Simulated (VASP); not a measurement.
# Co (P6_3/mmc) in VASP: further runs, part 2 of 2

VASP 6.6.1. The steps go on from the part before.

## Step 5: Single point, PBE+D3(BJ), collinear spin, ferromagnetic start

This run uses another cell than the first one, of 10.55 Å³/atom, 1.033 times its volume.

Contents of INCAR:

```
SYSTEM = Co
ALGO = Normal ; EDIFF = 1E-6
ENCUT = 520 ; GGA = PE
ISIF = 2 ; ISMEAR = -1
ISPIN = 2 ; IVDW = 12
LASPH = .True. ; LCHARG = .False.
LMAXMIX = 4 ; LORBIT = 11
LREAL = .False. ; LWAVE = .False.
MAGMOM = 2 2 ; NBANDS = 20
NELM = 150 ; PREC = Accurate
SIGMA = 0.05
```

Contents of KPOINTS:

```
k-points
0
Gamma
  12 12 7
  0 0 0
```

Contents of POSCAR:

```
Co
1.0
    2.4719479201      0.0000000000      0.0000000000
   -1.2359739600      2.1407696956      0.0000000000
    0.0000000000      0.0000000000      3.9876218492
Co
2
Direct
    0.6666666667      0.3333333333      0.7500000000
    0.3333333333      0.6666666667      0.2500000000
```

Potentials or basis: VASP PAW PBE potentials, release 64 (Co).

Launch:

```bash
$ cat potpaw_PBE.64/Co/POTCAR > POTCAR
$ mpirun -np 1 vasp_std > vasp.out
```

OUTCAR:

```text
SYSTEM = Co
   EDIFF = 1E-6
   ENCUT = 520
   GGA = PE
   ISIF = 2
   ISMEAR = -1
   ISPIN = 2
   IVDW = 12
   LASPH = .True.
   LORBIT = 11
   LREAL = .False.
   NELM = 150
   PREC = Accurate
 IVDW          = 12

 ion  position               nearest neighbor table
   1  0.667  0.333  0.750-   2 2.45   2 2.45   2 2.45   2 2.45   2 2.45   2 2.45
   2  0.333  0.667  0.250-   1 2.45   1 2.45   1 2.45   1 2.45   1 2.45   1 2.45

  LATTYP: Found a hexagonal cell.
 ALAT       =     2.4719479201
 C/A-ratio  =     1.6131496205

  Lattice vectors:

 A1 = (   2.4719479201,   0.0000000000,   0.0000000000)
 A2 = (  -1.2359739600,   2.1407696956,   0.0000000000)
 A3 = (   0.0000000000,   0.0000000000,   3.9876218492)

Analysis of symmetry for initial positions (statically):
=====================================================================
 Subroutine PRICEL returns:
 Original cell was already a primitive cell.

 Routine SETGRP: Setting up the symmetry group for a
 hexagonal supercell.

 Subroutine GETGRP returns: Found 24 space group operations
 (whereof 12 operations were pure point group operations)
[... 1296 lines left out ...]

 [... further k-points ...]

------------------------ aborting loop because EDIFF is reached ----------------------------------------

 Edisp (eV)   -0.85820

 E8    (eV) :    -0.3767

  FORCE on cell =-STRESS in cart. coord.  units (eV):
  Direction    XX          YY          ZZ          XY          YZ          ZX
  --------------------------------------------------------------------------------------
  -------------------------------------------------------------------------------------
  Total      -0.12409    -0.12409    -0.14072    -0.00000    -0.00000     0.00000
  in kB      -9.42125    -9.42125   -10.68410    -0.00000    -0.00000     0.00000
  external pressure =       -9.84 kB  Pullay stress =        0.00 kB

 VOLUME and BASIS-vectors are now :
 -----------------------------------------------------------------------------
  energy-cutoff  :      520.00
  volume of cell :       21.10
      direct lattice vectors                 reciprocal lattice vectors
     2.471947920  0.000000000  0.000000000     0.404539267  0.233560855  0.000000000
    -1.235973960  2.140769696  0.000000000     0.000000000  0.467121710  0.000000000
     0.000000000  0.000000000  3.987621849     0.000000000  0.000000000  0.250776036

 POSITION                                       TOTAL-FORCE (eV/Angst)
 -----------------------------------------------------------------------------------
      1.23597      0.71359      2.99072         0.000000      0.000000      0.000000
     -0.00000      1.42718      0.99691        -0.000000     -0.000000      0.000000
 -----------------------------------------------------------------------------------
    total drift:                                0.000000      0.000000     -0.000000

  FREE ENERGIE OF THE ION-ELECTRON SYSTEM (eV)
  ---------------------------------------------------
  free  energy   TOTEN  =       -14.9224095477 eV

  energy  without entropy=      -14.9068840822  energy(sigma->0) =      -14.91464681

 total charge

# of ion       s       p       d       tot
------------------------------------------
    1        0.500   0.546   7.282   8.329
    2        0.500   0.546   7.282   8.329
--------------------------------------------------
tot          1.001   1.092  14.565  16.658

 magnetization (x)

# of ion       s       p       d       tot
------------------------------------------
    1       -0.015  -0.054   1.672   1.603
    2       -0.015  -0.054   1.672   1.603
--------------------------------------------------
tot         -0.030  -0.108   3.343   3.205
```

stdout:

```text
POSCAR found type information on POSCAR Co
 POSCAR found :  1 types and       2 ions
 scaLAPACK will be used
 LDA part: xc-table for (Slater+PW92), standard interpolation
 POSCAR, INCAR and KPOINTS ok, starting setup
 FFT: planning ... GRIDC
 FFT: planning ... GRID_SOFT
 FFT: planning ... GRID
 WAVECAR not read
 entering main loop
```

Run time: 46 s. Hardware: 1 thread of Intel Xeon Platinum 8259CL at 2.50GHz (Skylake/Cascade Lake), shared host; peak memory 0.17 GiB.

Results:

```
Free energy                                           : -14.9224 eV
Pressure                                              : -1.0 GPa
Net moment                                            : 3.18 μB per cell
Site moments                                          : Co +1.60 μB
Valence electrons inside the program's atomic spheres : Co 8.33
Dispersion energy per atom                            : -0.429 eV
```

Levels at points of the mesh, in eV from the Fermi level:
Spin up:
```tsv
k point	band 9	band 10	band 11	band 12	band 13	band 14
(0.00, 0.00, 0.00)	-1.93	-0.77	-0.77	-0.05	6.66	22.19
(0.50, 0.00, 0.00)	-0.53	-0.49	1.39	3.46	9.94	10.63
```
Spin down:
| k point | band 3 | band 4 | band 5 | band 6 | band 7 | band 8 | band 9 | band 10 | band 11 | band 12 |
| --- | --- | --- | --- | --- | --- | --- | --- | --- | --- | --- |
| (0.00, 0.00, 0.00) | -1.01 | -1.00 | -1.00 | -0.61 | -0.61 | -0.19 | -0.19 | -0.10 | 1.08 | 1.08 |
| (0.50, 0.00, 0.00) | -3.37 | -1.90 | -1.18 | -1.06 | -0.63 | 1.22 | 1.36 | 1.39 | 2.63 | 4.44 |

Caveat: pairwise dispersion overbinds metals, which lowers pressure and volume.

## Step 6: Relaxation of cell and atoms, PBE+D3(BJ), collinear spin, ferromagnetic start

This run uses another cell than the first one, of 10.64 Å³/atom, 1.042 times its volume.

Contents of INCAR:

```
SYSTEM = Co
PREC = Accurate ; ENCUT = 600
EDIFF = 1E-7 ; ISMEAR = -1
SIGMA = 0.05 ; LREAL = .False.
LASPH = .True. ; NELM = 150
ALGO = Fast ; ISIF = 3
LWAVE = .False. ; LCHARG = .False.
ISPIN = 2 ; MAGMOM = 2 2
LORBIT = 11 ; LMAXMIX = 4
GGA = PE ; IVDW = 12
IBRION = 2 ; NSW = 60
EDIFFG = -0.01
```

Contents of KPOINTS:

```
regular mesh
0
Gamma
  12 12 7
  0 0 0
```

Contents of POSCAR:

```
Co
1.0
    2.4719999032      0.0000000000      0.0000000000
   -1.2359999516      2.1408147143      0.0000000000
    0.0000000000      0.0000000000      4.0211440800
Co
2
Direct
    0.6666666667      0.3333333333      0.7500000000
    0.3333333333      0.6666666667      0.2500000000
```

Potentials or basis: VASP PAW PBE potentials, release 64 (Co).

Launch:

```bash
$ cat potpaw_PBE.64/Co/POTCAR > POTCAR
$ mpirun -np 1 vasp_std > vasp.out
```

OUTCAR:

```text
SYSTEM = Co
   PREC = Accurate
   ENCUT = 600
   EDIFF = 1E-7
   ISMEAR = -1
   LREAL = .False.
   LASPH = .True.
   NELM = 150
   ISIF = 3
   ISPIN = 2
   LORBIT = 11
   GGA = PE
   IVDW = 12
   IBRION = 2
   NSW = 60
   EDIFFG = -0.01
 IVDW          = 12

 ion  position               nearest neighbor table
   1  0.667  0.333  0.750-   2 2.47   2 2.47   2 2.47   2 2.47   2 2.47   2 2.47
   2  0.333  0.667  0.250-   1 2.47   1 2.47   1 2.47   1 2.47   1 2.47   1 2.47

  LATTYP: Found a hexagonal cell.
 ALAT       =     2.4719999032
 C/A-ratio  =     1.6266764715

  Lattice vectors:

 A1 = (   2.4719999032,   0.0000000000,   0.0000000000)
 A2 = (  -1.2359999516,   2.1408147143,   0.0000000000)
 A3 = (   0.0000000000,   0.0000000000,   4.0211440800)

Analysis of symmetry for initial positions (statically):
=====================================================================
 Subroutine PRICEL returns:
 Original cell was already a primitive cell.

 Routine SETGRP: Setting up the symmetry group for a
 hexagonal supercell.

 Subroutine GETGRP returns: Found 24 space group operations
 (whereof 12 operations were pure point group operations)
 out of a pool of 24 trial point group operations.

The static configuration has the point symmetry D_3d.
 The point group associated with its full space group is D_6h.

Analysis of symmetry for dynamics (positions and initial velocities):
=====================================================================
 Subroutine PRICEL returns:
 Original cell was already a primitive cell.

[... 307 lines left out ...]
 fundamental gap:      0.0096505386
 Fermi energy:        10.7100851194

 spin component 1

 k-point     1 :       0.0000    0.0000    0.0000
  band No.  band energies     occupation
      1       1.6231      1.00000
      2       5.4430      1.00000
      3       8.0829      1.00000
      4       8.0904      1.00000
      5       8.0904      1.00000
      6       8.4231      1.00000
      7       8.4231      1.00000
      8       8.7782      1.00000
      9       8.7782      1.00000
     10       9.9453      1.00000
     11       9.9453      1.00000
     12      10.6658      0.70793
     13      17.4150      0.00000
     14      32.9354      0.00000
[... 403 lines left out ...]
      4       7.3783      1.00000
      5       8.1539      1.00000
      6       8.1709      1.00000
      7       8.6489      1.00000
      8       9.5681      1.00000
      9       9.6244      1.00000
     10       9.7139      1.00000
     11      10.1108      0.99999
     12      15.2277      0.00000
     13      19.7932      0.00000
     14      21.3451      0.00000
     15      26.6165      0.00000

 [... further k-points ...]

 spin component 2

 k-point     1 :       0.0000    0.0000    0.0000
  band No.  band energies     occupation
      1       1.6254      1.00000
      2       6.3785      1.00000
      3       9.6958      1.00000
      4       9.7014      1.00000
      5       9.7014      1.00000
      6      10.0889      1.00000
      7      10.0889      1.00000
      8      10.5098      0.98211
      9      10.5098      0.98211
     10      10.6106      0.87974
     11      11.7950      0.00000
     12      11.7950      0.00000
     13      18.4210      0.00000
     14      32.6690      0.00000
[... 448 lines left out ...]
  FREE ENERGIE OF THE ION-ELECTRON SYSTEM (eV)
  ---------------------------------------------------
  free  energy   TOTEN  =       -14.9222353684 eV

  energy  without entropy=      -14.9066926303  energy(sigma->0) =      -14.91446400

 reached required accuracy - stopping structural energy minimisation

 total charge

# of ion       s       p       d       tot
------------------------------------------
    1        0.502   0.550   7.286   8.339
    2        0.502   0.550   7.286   8.339
--------------------------------------------------
tot          1.005   1.100  14.572  16.677

 magnetization (x)

# of ion       s       p       d       tot
------------------------------------------
    1       -0.015  -0.054   1.665   1.596
    2       -0.015  -0.054   1.665   1.596
--------------------------------------------------
tot         -0.030  -0.108   3.331   3.193
```

Wall time 2.4 min (1 thread of Intel Xeon Platinum 8259CL at 2.50GHz (Skylake/Cascade Lake), shared host); peak memory 0.19 GiB.

Results:

* Free energy: -14.9222 eV
* Relaxed volume: 10.50 Å³/atom
* Relaxed cell: a = 2.468 Å, b = 2.468 Å, c = 3.981 Å, α = 90.00°, β = 90.00°, γ = 120.00°
* Space group after relaxing (to 0.05 Å): P6_3/mmc (No. 194)
* Energy gained by relaxing: 1.8 meV/atom
* Ionic steps: 4
* Pressure after relaxing: 0.0 GPa
* Net moment: 3.17 μB per cell
* Site moments: Co +1.60 μB
* Valence electrons inside the program's atomic spheres: Co 8.34
* Dispersion energy per atom: -0.431 eV

Step by step:
| step | energy change (eV) | largest force (eV/Å) | pressure (GPa) | volume (Å³) |
| --- | --- | --- | --- | --- |
| 1 | 0.0000 | 0.0000 | -2.79 | 21.28 |
| 2 | -0.0007 | 0.0000 | 3.17 | 20.71 |
| 3 | -0.0033 | 0.0000 | 0.29 | 20.98 |
| 4 | -0.0035 | 0.0000 | 0.02 | 21.00 |

Final structure:
```yaml
crystal:
  lattice:
    - [2.46844, 0.00000, 0.00000]
    - [-1.23422, 2.13773, 0.00000]
    - [0.00000, 0.00000, 3.98055]
  atoms:
    - { symbol: Co, position: [0.66667, 0.33333, 0.75000] }
    - { symbol: Co, position: [0.33333, 0.66667, 0.25000] }
```

Caveat: pairwise dispersion overbinds metals, which lowers pressure and volume.

## Step 7: The runs side by side

| task | level | potentials or basis | cell | cutoff (eV) | gap on the mesh (eV) | pressure (GPa) | moment (μB) |
| --- | --- | --- | --- | --- | --- | --- | --- |
| single point | LDA | VASP PAW LDA potentials, release 64 (Co) | a = 2.439, b = 2.439, c = 3.967 Å, angles 90.0, 90.0, 120.0°, 2 atoms | 520 | none | -6.6 | 2.98 |
| single point | revPBE | VASP PAW PBE potentials, release 64 (Co) | a = 2.472, b = 2.472, c = 4.021 Å, angles 90.0, 90.0, 120.0°, 2 atoms | 520 | none | 8.4 | 3.22 |
| relaxation of cell and atoms | r2SCAN | VASP PAW PBE potentials, release 64 (Co) | relaxed to 2 GPa from a = 2.472, b = 2.472, c = 4.021 Å, angles 90.0, 90.0, 120.0°, 2 atoms | 600 | none | 2.0 | 3.52 |
| single point | PBE+D3(BJ) | VASP PAW PBE potentials, release 64 (Co) | a = 2.472, b = 2.472, c = 3.988 Å, angles 90.0, 90.0, 120.0°, 2 atoms | 520 | none | -1.0 | 3.18 |
| relaxation of cell and atoms | PBE+D3(BJ) | VASP PAW PBE potentials, release 64 (Co) | relaxed from a = 2.472, b = 2.472, c = 4.021 Å, angles 90.0, 90.0, 120.0°, 2 atoms | 600 | none | 0.0 | 3.17 |

Alike in all rows: spin collinear, ferromagnetic start; k mesh 12 × 12 × 7; smearing fermi-dirac 0.05 eV.

Caveats: the PAW data sets were made with another functional, which shifts forces and pressure a little (some runs); pairwise dispersion overbinds metals, which lowers pressure and volume (some runs); the cell is relaxed towards a set pressure, so the enthalpy falls and the energy may rise (some runs).

Absolute energies hang on the potentials; compare differences alone.
